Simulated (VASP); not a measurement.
Here is a VASP 6.6.1 calculation.

File INCAR:

```
ALGO = Normal
EDIFF = 1E-6
ENCUT = 520
GGA = CA
ISIF = 2
ISMEAR = 0
LASPH = True
LCHARG = True
LELF = True
LREAL = False
LVHAR = True
LWAVE = False
NBANDS = 12
NELM = 60
PREC = Accurate
SIGMA = 0.15
```

KPOINTS

```
k-points
0
Gamma
  14 14 14
```

File POSCAR:

```
TeAs
1.0
    0.0000000000      2.9676670000      2.9676670000
    2.9676670000      0.0000000000      2.9676670000
    2.9676670000      2.9676670000      0.0000000000
Te As
1 1
Direct
    0.5421206288      0.5421206288      0.4578793712
    0.0000000000      0.0000000000      0.0000000000
```

Potentials or basis: VASP PAW LDA potentials, release 64 (Te, As).

Run with:

```bash
$ cat potpaw_LDA.64/Te/POTCAR potpaw_LDA.64/As/POTCAR > POTCAR
$ mpirun -np 1 vasp_std > vasp.out
```

(1) What does it give for the largest force?

(2) Estimate the pressure.

## Answers

(1) 0.738 eV/Å.

(2) -2.3 GPa.

Caveat: the cell differs from its parent crystal (all Te atoms moved -0.250 Å, as atom 1 towards its neighbour atom 2 (As) at 2.968 Å).
